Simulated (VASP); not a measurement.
## NaCl: single point with PBE

Crystal: NaCl.

```
Na Cl
1.0
    -0.18183    3.02893    3.02893
     3.02893   -0.18183    3.02893
     3.02893    3.02893   -0.18183
Na Cl
1 1
Direct
  0.99285 0.99285 0.99285
  0.25715 0.25715 0.25715
```

This cell differs from its parent crystal: epitaxial 111 strain +4.0%.

```yaml
Program: VASP 6.6.1
Task: single point
Functional: PBE
Potentials_or_basis: VASP PAW PBE potentials, release 64 (Na_pv, Cl)
Cutoff: 500 eV
k_mesh: 4 × 4 × 4
Occupations: gaussian, width 0.01 eV
Spin: no spin polarisation
Dipole_correction: no
Further_INCAR_settings: ALGO = Normal; EDIFF = 1e-06; NBANDS = 14
```

| Quantity | Value |
| --- | --- |
| Pressure | 0.0 GPa |
| Largest force | 0.005 eV/Å |
| Band gap on the k mesh | 4.70 eV |

Forces on the atoms (eV/Å):
```
Na  -0.003 -0.003 -0.003
Cl   0.003  0.003  0.003
```

Stress tensor (GPa, compression positive):
```
0.01 0.30 0.30
0.30 0.01 0.30
0.30 0.30 0.01
```

Levels at points of the mesh, in eV from the valence-band top:
| k point | band 3 | band 4 | band 5 | band 6 | band 7 | band 8 | band 9 | band 10 | band 11 | band 12 |
| --- | --- | --- | --- | --- | --- | --- | --- | --- | --- | --- |
| (0.00, 0.00, 0.00) | -20.84 | -12.22 | -0.18 | -0.18 | 0.00 | 4.70 | 10.67 | 10.67 | 11.68 | 12.83 |
| (0.50, 0.00, 0.00) | -20.84 | -12.09 | -1.17 | -0.23 | -0.12 | 7.33 | 8.48 | 10.26 | 10.97 | 14.08 |
| (0.50, 0.50, 0.00) | -20.85 | -12.04 | -1.06 | -0.51 | -0.32 | 6.85 | 8.90 | 10.23 | 12.49 | 13.18 |
| (0.50, 0.50, 0.50) | -20.85 | -12.06 | -1.10 | -0.33 | -0.33 | 7.36 | 8.95 | 10.07 | 10.07 | 13.79 |

Run time: 11 s on 1 thread of Intel(R) Xeon(R) Platinum 8375C CPU @ 2.90GHz (Ice Lake), on a shared host, peak memory 0.17 GiB.

Caveat: the k points lie up to 0.43 Å⁻¹ apart; the cell differs from its parent crystal (epitaxial 111 strain +4.0%).
